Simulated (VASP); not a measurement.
# Pr (P6_3/mmc) in VASP: single point with PBE

Aim: the single point of Pr with PBE.

All numbers are computed with VASP 6.6.1; they aren't measurements. Logs are shortened: lines on timing, memory, paths and dates and some standing lists are left out, and cuts for length are marked.

## Step 1: The cell of the first run

It takes space group P6_3/mmc (No. 194, hexagonal). The conventional cell has a = 3.591 Å, b = 3.591 Å, c = 11.669 Å, α = 90.00°, β = 90.00°, γ = 120.00°. Within 4.7 Å of Pr (site symmetry -3m) lie 12 Pr at 3.58 to 3.59 Å. Pr (site symmetry -6m2) has 12 Pr at 3.58 to 3.59 Å within 4.7 Å.

## Step 2: Single point, PBE, collinear spin, ferromagnetic start

INCAR

```
SYSTEM = Pr
ALGO = Normal
EDIFF = 1E-6
ENCUT = 520
GGA = PE
ISIF = 2
ISMEAR = 0
ISPIN = 2
LASPH = .TRUE.
LCHARG = .TRUE.
LELF = .TRUE.
LMAXMIX = 6
LORBIT = 11
LREAL = .FALSE.
LVHAR = .TRUE.
LWAVE = .FALSE.
MAGMOM = 2 2 2 2
NBANDS = 38
NELM = 150
PREC = Accurate
SIGMA = 0.05
```

KPOINTS

```
k-points
0
G
  6 6 2
  0 0 0
```

POSCAR

```
Pr
1.0
    3.5908491187      0.0000000000      0.0000000000
   -1.7954245594      3.1097665580      0.0000000000
    0.0000000000      0.0000000000     11.6690280541
Pr
4
Direct
    0.0000000000      0.0000000000      0.0000000000
    0.0000000000      0.0000000000      0.5000000000
    0.3333333333      0.6666666667      0.2500000000
    0.6666666667      0.3333333333      0.7500000000
```

Potentials or basis: VASP PAW PBE potentials, release 64 (Pr).

Started as:

```console
$ cat potpaw_PBE.64/Pr/POTCAR > POTCAR
$ mpirun -np 1 vasp_std > vasp.out
```

OUTCAR:

```text
SYSTEM = Pr
   EDIFF = 1E-6
   ENCUT = 520
   GGA = PE
   ISIF = 2
   ISMEAR = 0
   ISPIN = 2
   LASPH = .TRUE.
   LORBIT = 11
   LREAL = .FALSE.
   NELM = 150
   PREC = Accurate

 ion  position               nearest neighbor table
   1  0.000  0.000  0.000-
   2  0.000  0.000  0.500-
   3  0.333  0.667  0.250-
   4  0.667  0.333  0.750-

  LATTYP: Found a hexagonal cell.
 ALAT       =     3.5908491187
 C/A-ratio  =     3.2496570222

  Lattice vectors:

 A1 = (   3.5908491187,   0.0000000000,   0.0000000000)
 A2 = (  -1.7954245594,   3.1097665580,   0.0000000000)
 A3 = (   0.0000000000,   0.0000000000,  11.6690280541)

Analysis of symmetry for initial positions (statically):
=====================================================================
 Subroutine PRICEL returns:
 Original cell was already a primitive cell.

 Routine SETGRP: Setting up the symmetry group for a
 hexagonal supercell.

 Subroutine GETGRP returns: Found 24 space group operations
 (whereof 12 operations were pure point group operations)
 out of a pool of 24 trial point group operations.

The static configuration has the point symmetry D_3d.
 The point group associated with its full space group is D_6h.

Analysis of symmetry for dynamics (positions and initial velocities):
=====================================================================
 Subroutine PRICEL returns:
 Original cell was already a primitive cell.

 Routine SETGRP: Setting up the symmetry group for a
 hexagonal supercell.

 Subroutine GETGRP returns: Found 24 space group operations
 (whereof 12 operations were pure point group operations)
 out of a pool of 24 trial point group operations.

The dynamic configuration has the point symmetry D_3d.
 The point group associated with its full space group is D_6h.

Analysis of structural, dynamic, and magnetic symmetry:
=====================================================================
 Subroutine PRICEL returns:
 Original cell was already a primitive cell.

 Routine SETGRP: Setting up the symmetry group for a
 hexagonal supercell.

 Subroutine GETGRP returns: Found 24 space group operations
 (whereof 12 operations were pure point group operations)
 out of a pool of 24 trial point group operations.

The overall configuration has the point symmetry D_3d.
 The point group associated with its full space group is D_6h.

 Subroutine INISYM returns: Found 24 space group operations
 (whereof 12 operations are pure point group operations),
 and found     1 'primitive' translations

----------------------------------------------------------------------------------------

                                     Primitive cell

  volume of cell :     130.3046

  direct lattice vectors                    reciprocal lattice vectors
     3.590849119  0.000000000  0.000000000     0.278485664  0.160783773  0.000000000
    -1.795424559  3.109766558  0.000000000     0.000000000  0.321567546  0.000000000
     0.000000000  0.000000000 11.669028054     0.000000000  0.000000000  0.085696940

  length of vectors
     3.590849119  3.590849119 11.669028054     0.321567546  0.321567546  0.085696940

  position of ions in fractional coordinates (direct lattice)
     0.000000000  0.000000000  0.000000000
     0.000000000  0.000000000  0.500000000
     0.333333333  0.666666667  0.250000000
     0.666666667  0.333333333  0.750000000

  ion indices of the primitive-cell ions
   primitive index   ion index
                 1           1
                 2           2
                 3           3
                 4           4

----------------------------------------------------------------------------------------

 KPOINTS: k-points

Automatic generation of k-mesh.
 Grid dimensions read from file:
 generate k-points for:    6    6    2

 Generating k-lattice:

  Cartesian coordinates                     Fractional coordinates (reciprocal lattice)
     0.046414277  0.026797295  0.000000000     0.166666667 -0.000000000  0.000000000
     0.000000000  0.053594591  0.000000000     0.000000000  0.166666667  0.000000000
     0.000000000  0.000000000  0.042848470     0.000000000  0.000000000  0.500000000

  Length of vectors
     0.053594591  0.053594591  0.042848470

  Shift w.r.t. Gamma in fractional coordinates (k-lattice)
     0.000000000  0.000000000  0.000000000

 Subroutine IBZKPT returns following result:
 ===========================================

 Found     14 irreducible k-points:

 Following reciprocal coordinates:
            Coordinates               Weight
  0.000000  0.000000  0.000000      1.000000
  0.166667  0.000000  0.000000      6.000000
  0.333333  0.000000  0.000000      6.000000
  0.500000  0.000000  0.000000      3.000000
  0.166667  0.166667  0.000000      6.000000
  0.333333  0.166667  0.000000     12.000000
  0.333333  0.333333  0.000000      2.000000
  0.000000  0.000000  0.500000      1.000000
  0.166667  0.000000  0.500000      6.000000
  0.333333  0.000000  0.500000      6.000000
  0.500000  0.000000  0.500000      3.000000
  0.166667  0.166667  0.500000      6.000000
  0.333333  0.166667  0.500000     12.000000
  0.333333  0.333333  0.500000      2.000000
   k-points           NKPTS =     14   k-points in BZ     NKDIM =     14   number of bands    NBANDS=     38
   number of dos      NEDOS =    301   number of ions     NIONS =      4
   total plane-waves  NPLWV =  70560
   dimension x,y,z NGX =    28 NGY =   28 NGZ =   90
   dimension x,y,z NGXF=    56 NGYF=   56 NGZF=  180
   ions per type =               4
   NGX,Y,Z   is equivalent  to a cutoff of  12.96, 12.96, 12.82 a.u.
   NGXF,Y,Z  is equivalent  to a cutoff of  25.93, 25.93, 25.64 a.u.
 SYSTEM =  Pr
   PREC   = accura    normal or accurate (medium, high low for compatibility)
   ISTART =      0    job   : 0-new  1-cont  2-samecut
   ICHARG =      2    charge: 1-file 2-atom 10-const
   ISPIN  =      2    spin polarized calculation?
   LNONCOLLINEAR =      F non collinear calculations
   LSORBIT =      F    spin-orbit coupling
   LASPH  =      T    aspherical Exc in radial PAW
   ENCUT  =  520.0 eV  38.22 Ry    6.18 a.u.   6.68  6.68 21.70*2*pi/ulx,y,z
   NELM   =    150;   NELMIN=  2; NELMDL= -5     # of ELM steps
   EDIFF  = 0.1E-05   stopping-criterion for ELM
   LREAL  =      F    real-space projection
   EDIFFG = 0.1E-04   stopping-criterion for IOM
   NSW    =      0    number of steps for IOM
   IBRION =     -1    ionic relax: 0-MD 1-quasi-New 2-CG
   NFREE  =      0    steps in history (QN), initial steepest desc. (CG)
   ISIF   =      2    stress and relaxation
   ISYM   =      2    0-nonsym 1-usesym 2-fastsym
   POTIM  = 0.5000    time-step for ionic-motion
   TEBEG  =    0.0;   TEEND  =   0.0 temperature during run
   PSTRESS=    0.0 pullay stress
   NELECT =      52.0000    total number of electrons
   NUPDOWN=      -1.0000    fix difference up-down
   EMIN   =  10.00;   EMAX   =-10.00  energy-range for DOS
   EFERMI =   0.00;   METHOD = LEGACY
   ISMEAR =     0;   SIGMA  =   0.05  broadening in eV -4-tet -1-fermi 0-gaus
   EFERMI_NEDOS =   21; number of points for ismear=-14 and -15
   IALGO  =     38    algorithm
   IMIX   =      4    mixing-type and parameters
     AMIX     =   0.40;   BMIX     =  1.00
     AMIX_MAG =   1.60;   BMIX_MAG =  1.00
  volume/ion in A,a.u.               =      32.58       219.83
  Fermi-wavevector in a.u.,A,eV,Ry     =   1.205284  2.277657 19.765314  1.452710
  Thomas-Fermi vector in A             =   2.340985
   LORBIT       =     11    0 simple, 1 ext, 2 COOP (PROOUT), +10 PAW based schemes
   GGA     = PE    functional components
   LHFCALC =     F    Hartree Fock is set to
   AEXX    =    0.0000 exact exchange contribution
   IVDW    =     0    specifies the selected vdW correction
   LEPSILON=     F    determine dielectric tensor
   LRPA    =     F    only Hartree local field effects (RPA)
 spin polarized calculation
 Gauss-broadening in eV      SIGMA  =   0.05
  energy-cutoff  :      520.00
  volume of cell :      130.30
 maximum number of plane-waves:      3536
 NGX is ok and might be reduce to    28
   NGX = 13   NGY = 13   NGZ = 43

 number of electron      52.0000003 magnetization       9.9561262

 number of electron      52.0000003 magnetization      10.6595261

 Free energy of the ion-electron system (eV)
  ---------------------------------------------------
  ext. energy  EPLUGINS =         0.00000000
  ---------------------------------------------------
  free energy    TOTEN  =       -21.62321621 eV

  energy without entropy =      -21.56719997  energy(sigma->0) =      -21.59520809

 E-fermi :   6.4518     XC(G=0): -10.1931

 val. band max:        6.4463845961   @ k =   0.5000   0.0000   0.0000
 cond. band min:       6.4519779112   @ k =   0.1667   0.1667   0.5000
 fundamental gap:      0.0055933151
 Fermi energy:         6.4517955709

 spin component 1

 k-point     1 :       0.0000    0.0000    0.0000
  band No.  band energies     occupation
      1     -29.5879      1.00000
      2     -29.5352      1.00000
      3     -29.3848      1.00000
      4     -29.3289      1.00000
      5     -12.2880      1.00000
      6     -11.6201      1.00000
[... 30 lines left out ...]
     37       6.7069      0.00000
     38       6.7138      0.00000

 k-point     2 :       0.1667    0.0000    0.0000
  band No.  band energies     occupation
      1     -29.5452      1.00000
      2     -29.5017      1.00000
      3     -29.3512      1.00000
      4     -29.3053      1.00000
      5     -12.1657      1.00000
      6     -11.6619      1.00000
[... 30 lines left out ...]
     37       6.6332      0.00000
     38       6.6370      0.00000
[... 449 lines left out ...]
     37       6.6003      0.00001
     38       6.6004      0.00001

 k-point    14 :       0.3333    0.3333    0.5000
  band No.  band energies     occupation
      1     -29.3820      1.00000
      2     -29.3820      1.00000
      3     -29.2310      1.00000
      4     -29.2310      1.00000
      5     -11.9512      1.00000
      6     -11.9512      1.00000
[... 30 lines left out ...]
     37       6.6274      0.00000
     38       6.6297      0.00000
 Fermi energy:         6.4517955709

 spin component 2

 k-point     1 :       0.0000    0.0000    0.0000
  band No.  band energies     occupation
      1     -28.4884      1.00000
      2     -28.4195      1.00000
      3     -28.3163      1.00000
      4     -28.2437      1.00000
      5     -11.4536      1.00000
      6     -10.7477      1.00000
[... 30 lines left out ...]
     37       8.1295      0.00000
     38       8.1672      0.00000

 k-point     2 :       0.1667    0.0000    0.0000
  band No.  band energies     occupation
      1     -28.4422      1.00000
      2     -28.3844      1.00000
      3     -28.2807      1.00000
      4     -28.2201      1.00000
      5     -11.3264      1.00000
      6     -10.8012      1.00000
[... 30 lines left out ...]
     37       8.1235      0.00000
     38       8.1681      0.00000
[... 449 lines left out ...]
     37       8.2142      0.00000
     38       8.2142      0.00000

 k-point    14 :       0.3333    0.3333    0.5000
  band No.  band energies     occupation
      1     -28.2586      1.00000
      2     -28.2586      1.00000
      3     -28.1532      1.00000
      4     -28.1532      1.00000
      5     -11.1223      1.00000
      6     -11.1223      1.00000
[... 30 lines left out ...]
     37       8.2605      0.00000
     38       8.2621      0.00000

------------------------ aborting loop because EDIFF is reached ----------------------------------------

  FORCE on cell =-STRESS in cart. coord.  units (eV):
  Direction    XX          YY          ZZ          XY          YZ          ZX
  --------------------------------------------------------------------------------------
  -------------------------------------------------------------------------------------
  Total       -1.6258131     -1.6258131     -1.5521641      0.0000000      0.0000000      0.0000000
  in kB      -19.9904045    -19.9904045    -19.0848427      0.0000000      0.0000000      0.0000000
  external PRESSURE =     -19.6885506 kB  Pullay stress =       0.0000000 kB

 VOLUME and BASIS-vectors are now :
 -----------------------------------------------------------------------------
  energy-cutoff  :      520.00
  volume of cell :      130.30
      direct lattice vectors                 reciprocal lattice vectors
     3.590849119  0.000000000  0.000000000     0.278485664  0.160783773  0.000000000
    -1.795424559  3.109766558  0.000000000     0.000000000  0.321567546  0.000000000
     0.000000000  0.000000000 11.669028054     0.000000000  0.000000000  0.085696940

 POSITION                                       TOTAL-FORCE (eV/Angst)
 -----------------------------------------------------------------------------------
      0.00000      0.00000      0.00000         0.000000      0.000000      0.000000
      0.00000      0.00000      5.83451         0.000000      0.000000      0.000000
     -0.00000      2.07318      2.91726        -0.000000      0.000000     -0.000000
      1.79542      1.03659      8.75177         0.000000     -0.000000     -0.000000
 -----------------------------------------------------------------------------------
    total drift:                                0.000000     -0.000000      0.000000

  FREE ENERGIE OF THE ION-ELECTRON SYSTEM (eV)
  ---------------------------------------------------
  free  energy   TOTEN  =       -21.6232162056 eV

  energy  without entropy=      -21.5671999672  energy(sigma->0) =      -21.59520809

 total charge

# of ion       s       p       d       f       tot
--------------------------------------------------
    1        1.997   5.262   0.633   2.160  10.052
    2        1.997   5.262   0.633   2.160  10.052
    3        1.998   5.261   0.636   2.137  10.032
    4        1.998   5.261   0.636   2.137  10.032
--------------------------------------------------
tot          7.989  21.047   2.538   8.593  40.167

 magnetization (x)

# of ion       s       p       d       f       tot
--------------------------------------------------
    1       -0.007  -0.029   0.118   2.079   2.161
    2       -0.007  -0.029   0.118   2.079   2.161
    3       -0.007  -0.022   0.146   2.066   2.182
    4       -0.007  -0.022   0.146   2.066   2.182
--------------------------------------------------
tot         -0.028  -0.101   0.527   8.289   8.687
```

Wall time 18 min (1 thread of Intel Xeon Platinum 8488C (Sapphire Rapids), shared host); peak memory 0.35 GiB.

Results:

```yaml
Free_energy: -21.6232 eV
Pressure: -2.0 GPa
Net_moment: 10.66 μB per cell
Site_moments: Pr +2.16, +2.18 (each value once) μB
Valence_electrons_inside_the_program's_atomic_spheres: Pr 10.05, 10.03 (each value once)
```

Levels at points of the mesh, in eV from the Fermi level:
Spin up:
| k point | band 29 | band 30 | band 31 | band 32 | band 33 | band 34 | band 35 | band 36 |
| --- | --- | --- | --- | --- | --- | --- | --- | --- |
| (0.00, 0.00, 0.00) | 0.03 | 0.03 | 0.08 | 0.12 | 0.12 | 0.13 | 0.13 | 0.25 |
| (0.50, 0.00, 0.00) | -0.03 | -0.02 | -0.01 | -0.01 | 0.01 | 0.02 | 0.05 | 0.11 |
| (0.00, 0.00, 0.50) | 0.06 | 0.06 | 0.06 | 0.06 | 0.22 | 0.22 | 0.22 | 0.23 |
| (0.50, 0.00, 0.50) | -0.03 | -0.03 | -0.01 | -0.01 | 0.02 | 0.02 | 0.10 | 0.10 |
Spin down:
```
           k point  band 17  band 18  band 19  band 20  band 21  band 22  band 23  band 24
(0.00, 0.00, 0.00)    -3.09    -1.63    -1.58    -1.33     0.79     0.95     1.10     1.14
(0.50, 0.00, 0.00)    -1.65    -1.50    -1.13    -0.66    -0.17     0.17     0.17     0.80
(0.00, 0.00, 0.50)    -2.59    -2.59    -1.29    -1.29     0.97     0.97     1.13     1.13
(0.50, 0.00, 0.50)    -1.37    -1.37    -0.99    -0.99    -0.59    -0.59     1.00     1.00
```

Caveat: the magnetic or orbital state may not be the lowest; spin-orbit coupling is left out, which moves the levels of the heavy elements; semilocal functionals describe open f shells poorly, which spoils levels, moments and volumes. The state reached can hang on the start; a lower one may exist.
